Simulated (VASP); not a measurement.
A run of VASP 6.6.1 is set up as follows.

File POSCAR:

```
Cd
1.0
    0.0000000000      2.2473392783      2.2473392783
    2.2473392783      0.0000000000      2.2473392783
    2.2473392783      2.2473392783      0.0000000000
Cd
1
Direct
    0.0000000000      0.0000000000      0.0000000000
```

File INCAR.step1:

```
SYSTEM = Cd
PREC = Accurate ; ENCUT = 550
ISMEAR = 1 ; SIGMA = 0.1
LREAL = .False. ; LASPH = .True.
NELM = 120 ; NBANDS = 12
GGA = PE ; ALGO = Normal
EDIFF = 1E-5 ; LWAVE = .True.
LCHARG = .False. ; GGA_COMPAT = .False.
```

Contents of INCAR.step2:

```
SYSTEM = Cd
PREC = Accurate ; ENCUT = 550
EDIFF = 1E-6 ; ISMEAR = 1
SIGMA = 0.1 ; LREAL = .False.
LASPH = .True. ; NELM = 120
ALGO = Normal ; ISIF = 2
LWAVE = .False. ; LCHARG = .True.
METAGGA = R2SCAN ; LMIXTAU = .True.
LELF = .True. ; LVHAR = .True.
NBANDS = 12 ; ISTART = 1
GGA_COMPAT = .False.
```

The input KPOINTS:

```
Automatic mesh
0
Gamma
  10 10 10
  0 0 0
```

Potentials or basis: VASP PAW PBE potentials, release 64 (Cd).

Launch:

```bash
$ cat potpaw_PBE.64/Cd/POTCAR > POTCAR
$ cp INCAR.step1 INCAR
$ mpirun -np 1 vasp_std > vasp.out
$ cp INCAR.step2 INCAR
$ mpirun -np 1 vasp_std > vasp.out
```

(1) Estimate the band gap on the k mesh.

(2) What does it give for the pressure?

## Answers

(1) zero (band 6 reaches 3.67 eV, above the bottom of band 7 at 1.13 eV).

(2) -1.7 GPa.

Caveat: the PAW data sets were made with another functional, which shifts forces and pressure a little.
